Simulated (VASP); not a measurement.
# AlNi (Cmmm) in VASP: a series of runs, part 2 of 2

VASP 6.6.1. Earlier steps stand in the parts before.

## (3) Single point, PBEsol, collinear spin, ferromagnetic start

INCAR reads:

```
SYSTEM = AlNi
PREC     = Accurate       ! precision mode
ENCUT    = 520            ! plane-wave cutoff, eV
EDIFF    = 1E-6           ! SCF threshold, eV
ISMEAR   = -1             ! smearing method
SIGMA    = 0.05           ! smearing width, eV
LREAL    = .FALSE.        ! projectors in reciprocal space
LASPH    = .TRUE.         ! aspherical terms in the spheres
NELM     = 150            ! most SCF steps
ALGO     = Normal         ! electronic algorithm
ISIF     = 2              ! what is computed and relaxed
LWAVE    = .FALSE.        ! write WAVECAR
LCHARG   = .FALSE.        ! write CHGCAR
ISPIN    = 2              ! spin polarisation
MAGMOM   = 0.2 0          ! initial moments
LORBIT   = 11             ! projections on sites
NUPDOWN  = 0.2            ! fixed moment
LMAXMIX  = 4              ! l up to which the mixer works
GGA      = PS             ! functional
NBANDS   = 18             ! bands
```

KPOINTS reads:

```
regular mesh
0
G
  8 8 7
  0 0 0
```

POSCAR reads:

```
AlNi
1.0
    1.9386940000     -1.9531901500      0.0000000000
    1.9386940000      1.9531901500      0.0000000000
    0.0000000000      0.0000000000      3.0994300413
Ni Al
1 1
Direct
    0.5000000000      0.5000000000      0.5000000000
    0.0000000000      0.0000000000      0.0000000000
```

Potentials or basis: VASP PAW PBE potentials, release 64 (Ni, Al).

Command:

```bash
$ cat potpaw_PBE.64/Ni/POTCAR potpaw_PBE.64/Al/POTCAR > POTCAR
$ mpirun -np 1 vasp_std > vasp.out
```

OUTCAR:

```text
SYSTEM = AlNi
   PREC = Accurate
   ENCUT = 520
   EDIFF = 1E-6
   ISMEAR = -1
   LREAL = .FALSE.
   LASPH = .TRUE.
   NELM = 150
   ISIF = 2
   ISPIN = 2
   LORBIT = 11
   NUPDOWN = 0.2
   GGA = PS

 ion  position               nearest neighbor table
   1  0.500  0.500  0.500-   2 2.48   2 2.48   2 2.48   2 2.48   2 2.49   2 2.49   2 2.49   2 2.49

   2  0.000  0.000  0.000-   1 2.48   1 2.48   1 2.48   1 2.48   1 2.49   1 2.49   1 2.49   1 2.49

  LATTYP: Found a base centered orthorhombic cell.
 ALAT       =     3.8773880000
 B/A-ratio  =     1.0074772759
 C/A-ratio  =     0.7993603017

  Lattice vectors:

 A1 = (   1.9386940000,  -1.9531901500,   0.0000000000)
 A2 = (   1.9386940000,   1.9531901500,   0.0000000000)
 A3 = (   0.0000000000,   0.0000000000,   3.0994300413)

Analysis of symmetry for initial positions (statically):
=====================================================================
 Subroutine PRICEL returns:
 Original cell was already a primitive cell.

 Routine SETGRP: Setting up the symmetry group for a
 base centered orthorhombic supercell.

 Subroutine GETGRP returns: Found  8 space group operations
 (whereof  8 operations were pure point group operations)
 out of a pool of  8 trial point group operations.

The static configuration has the point symmetry D_2h.

Analysis of symmetry for dynamics (positions and initial velocities):
=====================================================================
 Subroutine PRICEL returns:
 Original cell was already a primitive cell.

 Routine SETGRP: Setting up the symmetry group for a
 base centered orthorhombic supercell.

 Subroutine GETGRP returns: Found  8 space group operations
 (whereof  8 operations were pure point group operations)
 out of a pool of  8 trial point group operations.

The dynamic configuration has the point symmetry D_2h.

Analysis of structural, dynamic, and magnetic symmetry:
=====================================================================
 Subroutine PRICEL returns:
 Original cell was already a primitive cell.

 Routine SETGRP: Setting up the symmetry group for a
[... 149 lines left out ...]
  free energy    TOTEN  =       -11.52489887 eV

  energy without entropy =      -11.51648511  energy(sigma->0) =      -11.52069199

 E-fermi :  10.0409     XC(G=0): -12.2578

 val. band max:       10.2170845601   @ k =   0.3750   0.3750   0.1429
 cond. band min:      10.0458324531   @ k =   0.3750   0.2500   0.4286
 fundamental gap:     -0.1712521070
 Fermi energy:        10.2338316451

 spin component 1

 k-point     1 :       0.0000    0.0000    0.0000
  band No.  band energies     occupation
      1      -1.1598      1.00000
      2       6.6155      1.00000
      3       6.7312      1.00000
      4       8.3960      1.00000
      5       8.4158      1.00000
      6       8.7111      1.00000
[... 493 lines left out ...]
     17      30.5245      0.00000
     18      34.2607      0.00000

 [... further k-points ...]

 spin component 2

 k-point     1 :       0.0000    0.0000    0.0000
  band No.  band energies     occupation
      1      -1.1114      1.00000
      2       6.7718      1.00000
      3       6.9299      1.00000
      4       8.5114      1.00000
      5       8.5319      1.00000
      6       8.8190      1.00000
[... 493 lines left out ...]
     17      30.5775      0.00000
     18      34.3133      0.00000

 [... further k-points ...]

------------------------ aborting loop because EDIFF is reached ----------------------------------------

  FORCE on cell =-STRESS in cart. coord.  units (eV):
  Direction    XX          YY          ZZ          XY          YZ          ZX
  --------------------------------------------------------------------------------------
  -------------------------------------------------------------------------------------
  Total        0.5322569      0.3194011     -0.4816696     -0.0000000      0.0000000      0.0000000
  in kB       36.3300724     21.8012500    -32.8771541     -0.0000000      0.0000000      0.0000000
  external PRESSURE =       8.4180561 kB  Pullay stress =       0.0000000 kB

 VOLUME and BASIS-vectors are now :
 -----------------------------------------------------------------------------
  energy-cutoff  :      520.00
  volume of cell :       23.47
      direct lattice vectors                 reciprocal lattice vectors
     1.938694000 -1.953190150  0.000000000     0.257905580 -0.255991461  0.000000000
     1.938694000  1.953190150  0.000000000     0.257905580  0.255991461  0.000000000
     0.000000000  0.000000000  3.099430041     0.000000000  0.000000000  0.322639965

 POSITION                                       TOTAL-FORCE (eV/Angst)
 -----------------------------------------------------------------------------------
      1.93869      0.00000      1.54972         0.000000      0.000000      0.000000
      0.00000      0.00000      0.00000        -0.000000     -0.000000      0.000000
 -----------------------------------------------------------------------------------
    total drift:                                0.000000      0.000000      0.000000

  FREE ENERGIE OF THE ION-ELECTRON SYSTEM (eV)
  ---------------------------------------------------
  free  energy   TOTEN  =       -11.5248988706 eV

  energy  without entropy=      -11.5164851111  energy(sigma->0) =      -11.52069199

 total charge

# of ion       s       p       d       tot
------------------------------------------
    1        0.489   0.541   8.473   9.503
    2        0.387   0.424   0.000   0.811
--------------------------------------------------
tot          0.876   0.965   8.473  10.314

 magnetization (x)

# of ion       s       p       d       tot
------------------------------------------
    1        0.006   0.012   0.142   0.160
    2        0.002   0.010   0.000   0.012
--------------------------------------------------
tot          0.008   0.023   0.142   0.173
```

OSZICAR:

```text
N       E                     dE             d eps       ncg     rms          rms(c)
DAV:   1     0.447944230381E+02    0.44794E+02   -0.50772E+03  6176   0.766E+02
DAV:   2    -0.105696456350E+02   -0.55364E+02   -0.48847E+02  6634   0.163E+02
DAV:   3    -0.132176853023E+02   -0.26480E+01   -0.25951E+01  7224   0.366E+01
DAV:   4    -0.132516454772E+02   -0.33960E-01   -0.33929E-01  7032   0.370E+00
DAV:   5    -0.132523910725E+02   -0.74560E-03   -0.74554E-03  7140   0.600E-01    0.132E+01
DAV:   6    -0.155508973644E+02   -0.22985E+01   -0.48348E+01  6726   0.810E+01    0.173E+01
DAV:   7    -0.115663315174E+02    0.39846E+01   -0.13899E+01  6726   0.470E+01    0.127E+00
DAV:   8    -0.115410571102E+02    0.25274E-01   -0.29370E-01  7926   0.504E+00    0.105E+00
DAV:   9    -0.115252938452E+02    0.15763E-01   -0.40371E-02  8036   0.213E+00    0.372E-01
DAV:  10    -0.115250210486E+02    0.27280E-03   -0.75687E-04  7542   0.268E-01    0.155E-01
DAV:  11    -0.115249008126E+02    0.12024E-03   -0.54793E-04  8124   0.268E-01    0.560E-02
DAV:  12    -0.115248983225E+02    0.24900E-05   -0.27731E-05  7898   0.443E-02    0.161E-02
DAV:  13    -0.115248988706E+02   -0.54811E-06   -0.11889E-06  4734   0.130E-02
   1 F= -.11524899E+02 E0= -.11520692E+02  d E =-.841376E-02  mag=     0.2000
```

Wall time 73 s (1 thread of Intel Xeon 8259CL, shared host); peak memory 0.18 GiB.

Results:

| Quantity | Value |
| --- | --- |
| Free energy | -11.5249 eV |
| Pressure | 0.8 GPa |
| Net moment | 0.20 μB per cell |
| Site moments | Ni +0.16; Al +0.01 μB |
| Valence electrons inside the program's atomic spheres | Ni 9.50; Al 0.81 |

Caveat: the PAW data sets were made with another functional, which shifts forces and pressure a little; the total moment is fixed, so each spin has its own Fermi level.

## (4) Single point, PBEsol, collinear spin, ferromagnetic start

INCAR reads:

```
PREC     = Accurate       # precision mode
ENCUT    = 520            # plane-wave cutoff, eV
EDIFF    = 1E-6           # SCF threshold, eV
ISMEAR   = -1             # smearing method
SIGMA    = 0.05           # smearing width, eV
LREAL    = False          # projectors in reciprocal space
LASPH    = True           # aspherical terms in the spheres
NELM     = 150            # most SCF steps
ALGO     = Normal         # electronic algorithm
ISIF     = 2              # what is computed and relaxed
LWAVE    = False          # write WAVECAR
LCHARG   = False          # write CHGCAR
ISPIN    = 2              # spin polarisation
MAGMOM   = 0.5 0          # initial moments
LORBIT   = 11             # projections on sites
NUPDOWN  = 0.5            # fixed moment
LMAXMIX  = 4              # l up to which the mixer works
GGA      = PS             # functional
NBANDS   = 18             # bands
```

KPOINTS reads:

```
regular mesh
0
Gamma
  8 8 7
```

POSCAR is that of step 3.

Potentials or basis: VASP PAW PBE potentials, release 64 (Ni, Al).

Command:

```bash
$ cat potpaw_PBE.64/Ni/POTCAR potpaw_PBE.64/Al/POTCAR > POTCAR
$ mpirun -np 1 vasp_std > vasp.out
```

OUTCAR:

```text
PREC = Accurate
   ENCUT = 520
   EDIFF = 1E-6
   ISMEAR = -1
   LREAL = False
   LASPH = True
   NELM = 150
   ISIF = 2
   ISPIN = 2
   LORBIT = 11
   NUPDOWN = 0.5
   GGA = PS

 ion  position               nearest neighbor table
   1  0.500  0.500  0.500-   2 2.48   2 2.48   2 2.48   2 2.48   2 2.49   2 2.49   2 2.49   2 2.49

   2  0.000  0.000  0.000-   1 2.48   1 2.48   1 2.48   1 2.48   1 2.49   1 2.49   1 2.49   1 2.49

  LATTYP: Found a base centered orthorhombic cell.
[... 1228 lines left out ...]
  external PRESSURE =      13.3775090 kB  Pullay stress =       0.0000000 kB

 VOLUME and BASIS-vectors are now :
 -----------------------------------------------------------------------------
  energy-cutoff  :      520.00
  volume of cell :       23.47
      direct lattice vectors                 reciprocal lattice vectors
     1.938694000 -1.953190150  0.000000000     0.257905580 -0.255991461  0.000000000
     1.938694000  1.953190150  0.000000000     0.257905580  0.255991461  0.000000000
     0.000000000  0.000000000  3.099430041     0.000000000  0.000000000  0.322639965

 POSITION                                       TOTAL-FORCE (eV/Angst)
 -----------------------------------------------------------------------------------
      1.93869      0.00000      1.54972        -0.000000      0.000000      0.000000
      0.00000      0.00000      0.00000         0.000000     -0.000000      0.000000
 -----------------------------------------------------------------------------------
    total drift:                                0.000000      0.000000      0.000000

  FREE ENERGIE OF THE ION-ELECTRON SYSTEM (eV)
  ---------------------------------------------------
  free  energy   TOTEN  =       -11.4503229245 eV

  energy  without entropy=      -11.4424561142  energy(sigma->0) =      -11.44638952

 total charge

# of ion       s       p       d       tot
------------------------------------------
    1        0.489   0.549   8.457   9.495
    2        0.386   0.426   0.000   0.812
--------------------------------------------------
tot          0.875   0.975   8.457  10.307

 magnetization (x)

# of ion       s       p       d       tot
------------------------------------------
    1        0.014   0.038   0.338   0.390
    2        0.004   0.026   0.000   0.030
--------------------------------------------------
tot          0.019   0.064   0.338   0.420
```

OSZICAR:

```text
N       E                     dE             d eps       ncg     rms          rms(c)
DAV:   1     0.447972537770E+02    0.44797E+02   -0.50770E+03  6184   0.766E+02
DAV:   2    -0.105586328328E+02   -0.55356E+02   -0.48752E+02  6642   0.163E+02
DAV:   3    -0.132019877186E+02   -0.26434E+01   -0.25898E+01  7234   0.366E+01
DAV:   4    -0.132358902756E+02   -0.33903E-01   -0.33874E-01  7020   0.370E+00
DAV:   5    -0.132366369500E+02   -0.74667E-03   -0.74662E-03  7150   0.600E-01    0.133E+01
DAV:   6    -0.153966217298E+02   -0.21600E+01   -0.48238E+01  6738   0.818E+01    0.176E+01
DAV:   7    -0.114873101083E+02    0.39093E+01   -0.13937E+01  6736   0.470E+01    0.139E+00
DAV:   8    -0.114676740381E+02    0.19636E-01   -0.29380E-01  7936   0.498E+00    0.117E+00
DAV:   9    -0.114515603524E+02    0.16114E-01   -0.31112E-02  8200   0.191E+00    0.590E-01
DAV:  10    -0.114505423260E+02    0.10180E-02   -0.20824E-03  8626   0.394E-01    0.191E-01
DAV:  11    -0.114503208837E+02    0.22144E-03   -0.14110E-03  7604   0.451E-01    0.696E-02
DAV:  12    -0.114503256798E+02   -0.47961E-05   -0.10068E-04  7790   0.113E-01    0.380E-02
DAV:  13    -0.114503240187E+02    0.16611E-05   -0.55335E-06  7752   0.231E-02    0.141E-02
DAV:  14    -0.114503230041E+02    0.10146E-05   -0.31343E-06  3784   0.207E-02    0.356E-03
DAV:  15    -0.114503229245E+02    0.79604E-07   -0.21111E-07  3528   0.369E-03
   1 F= -.11450323E+02 E0= -.11446390E+02  d E =-.786681E-02  mag=     0.5000
```

It took 87 s on 1 thread of Intel Xeon 8259CL, shared host; peak memory 0.18 GiB.

What came out:

```
Free energy                                           : -11.4503 eV
Pressure                                              : 1.3 GPa
Net moment                                            : 0.50 μB per cell
Site moments                                          : Ni +0.39; Al +0.03 μB
Valence electrons inside the program's atomic spheres : Ni 9.49; Al 0.81
```

Caveat: the PAW data sets were made with another functional, which shifts forces and pressure a little; the total moment is fixed, so each spin has its own Fermi level.

## (5) Single point, PBEsol, collinear spin, ferromagnetic start

INCAR reads:

```
ALGO     = Normal         # electronic algorithm
EDIFF    = 1E-7           # SCF threshold, eV
ENCUT    = 520            # plane-wave cutoff, eV
GGA      = PS             # functional
ISIF     = 2              # what is computed and relaxed
ISMEAR   = -1             # smearing method
ISPIN    = 2              # spin polarisation
LASPH    = True           # aspherical terms in the spheres
LCHARG   = True           # write CHGCAR
LELF     = True           # ELF
LMAXMIX  = 4              # l up to which the mixer works
LORBIT   = 11             # projections on sites
LREAL    = False          # projectors in reciprocal space
LVHAR    = True         
LWAVE    = False          # write WAVECAR
MAGMOM   = 0.8 0          # initial moments
NBANDS   = 18             # bands
NELM     = 150            # most SCF steps
NUPDOWN  = 0.8            # fixed moment
PREC     = Accurate       # precision mode
SIGMA    = 0.05           # smearing width, eV
```

KPOINTS reads:

```
k-points
0
Gamma
  8 8 7
```

POSCAR is that of step 4.

Potentials or basis: VASP PAW PBE potentials, release 64 (Ni, Al).

Command:

```bash
$ cat potpaw_PBE.64/Ni/POTCAR potpaw_PBE.64/Al/POTCAR > POTCAR
$ mpirun -np 1 vasp_std > vasp.out
```

OUTCAR:

```text
EDIFF = 1E-7
   ENCUT = 520
   GGA = PS
   ISIF = 2
   ISMEAR = -1
   ISPIN = 2
   LASPH = True
   LORBIT = 11
   LREAL = False
   NELM = 150
   NUPDOWN = 0.8
   PREC = Accurate

 ion  position               nearest neighbor table
   1  0.500  0.500  0.500-   2 2.48   2 2.48   2 2.48   2 2.48   2 2.49   2 2.49   2 2.49   2 2.49

   2  0.000  0.000  0.000-   1 2.48   1 2.48   1 2.48   1 2.48   1 2.49   1 2.49   1 2.49   1 2.49

  LATTYP: Found a base centered orthorhombic cell.
 ALAT       =     3.8773880000
 B/A-ratio  =     1.0074772759
 C/A-ratio  =     0.7993603017

  Lattice vectors:

[... 1223 lines left out ...]

 VOLUME and BASIS-vectors are now :
 -----------------------------------------------------------------------------
  energy-cutoff  :      520.00
  volume of cell :       23.47
      direct lattice vectors                 reciprocal lattice vectors
     1.938694000 -1.953190150  0.000000000     0.257905580 -0.255991461  0.000000000
     1.938694000  1.953190150  0.000000000     0.257905580  0.255991461  0.000000000
     0.000000000  0.000000000  3.099430041     0.000000000  0.000000000  0.322639965

 POSITION                                       TOTAL-FORCE (eV/Angst)
 -----------------------------------------------------------------------------------
      1.93869      0.00000      1.54972         0.000000     -0.000000      0.000000
      0.00000      0.00000      0.00000         0.000000      0.000000      0.000000
 -----------------------------------------------------------------------------------
    total drift:                                0.000000      0.000000      0.000000

  FREE ENERGIE OF THE ION-ELECTRON SYSTEM (eV)
  ---------------------------------------------------
  free  energy   TOTEN  =       -11.2311207176 eV

  energy  without entropy=      -11.2259888208  energy(sigma->0) =      -11.22855477

 total charge

# of ion       s       p       d       tot
------------------------------------------
    1        0.496   0.561   8.425   9.482
    2        0.385   0.428   0.000   0.813
--------------------------------------------------
tot          0.881   0.989   8.425  10.295

 magnetization (x)

# of ion       s       p       d       tot
------------------------------------------
    1        0.030   0.071   0.497   0.599
    2        0.008   0.043   0.000   0.051
--------------------------------------------------
tot          0.038   0.114   0.497   0.649
```

OSZICAR:

```text
N       E                     dE             d eps       ncg     rms          rms(c)
DAV:   1     0.449231409241E+02    0.44923E+02   -0.50760E+03  6184   0.766E+02
DAV:   2    -0.104727377900E+02   -0.55396E+02   -0.48720E+02  6650   0.163E+02
DAV:   3    -0.131025332966E+02   -0.26298E+01   -0.25840E+01  7242   0.365E+01
DAV:   4    -0.131360510062E+02   -0.33518E-01   -0.33483E-01  7038   0.368E+00
DAV:   5    -0.131367939744E+02   -0.74297E-03   -0.74291E-03  7170   0.599E-01    0.136E+01
DAV:   6    -0.151500938286E+02   -0.20133E+01   -0.49123E+01  6780   0.839E+01    0.186E+01
DAV:   7    -0.112607919702E+02    0.38893E+01   -0.14696E+01  6776   0.476E+01    0.157E+00
DAV:   8    -0.112497176554E+02    0.11074E-01   -0.27940E-01  7902   0.460E+00    0.120E+00
DAV:   9    -0.112337842317E+02    0.15933E-01   -0.20410E-02  8412   0.151E+00    0.651E-01
DAV:  10    -0.112312606820E+02    0.25235E-02   -0.49998E-03  8514   0.723E-01    0.175E-01
DAV:  11    -0.112311229046E+02    0.13778E-03   -0.45653E-04  8092   0.253E-01    0.852E-02
DAV:  12    -0.112311227008E+02    0.20384E-06   -0.28190E-05  7928   0.463E-02    0.443E-02
DAV:  13    -0.112311211836E+02    0.15171E-05   -0.11124E-05  7958   0.330E-02    0.117E-02
DAV:  14    -0.112311207959E+02    0.38768E-06   -0.92389E-07  8008   0.950E-03    0.371E-03
DAV:  15    -0.112311207176E+02    0.78395E-07   -0.88870E-08  3672   0.322E-03
   1 F= -.11231121E+02 E0= -.11228555E+02  d E =-.513190E-02  mag=     0.8000
```

Run time: 89 s. Hardware: 1 thread of Intel Xeon 8259CL, shared host; peak memory 0.18 GiB.

What came out:

- Free energy: -11.2311 eV
- Pressure: 2.9 GPa
- Net moment: 0.80 μB per cell
- Site moments: Ni +0.60; Al +0.05 μB
- Valence electrons inside the program's atomic spheres: Ni 9.48; Al 0.81

Caveat: the PAW data sets were made with another functional, which shifts forces and pressure a little; the total moment is fixed, so each spin has its own Fermi level.

## (6) Overview

| spin | fixed moment (μB) | pressure (GPa) | moment (μB) |
| --- | --- | --- | --- |
| collinear, zero start | 0.0 | 0.5 | 0.00 |
| collinear, ferromagnetic start | 0.2 | 0.8 | 0.20 |
| collinear, ferromagnetic start | 0.5 | 1.3 | 0.50 |
| collinear, ferromagnetic start | 0.8 | 2.9 | 0.80 |

Alike in all rows: task single point; level PBEsol; potentials or basis VASP PAW PBE potentials, release 64 (Ni, Al); cell as given; k mesh 8 × 8 × 7; cutoff (eV) 520; smearing fermi-dirac 0.05 eV.

Caveats: the PAW data sets were made with another functional, which shifts forces and pressure a little; the total moment is fixed, so each spin has its own Fermi level.

Total energies depend on the potentials used, so only differences within one code and one set of settings carry meaning.
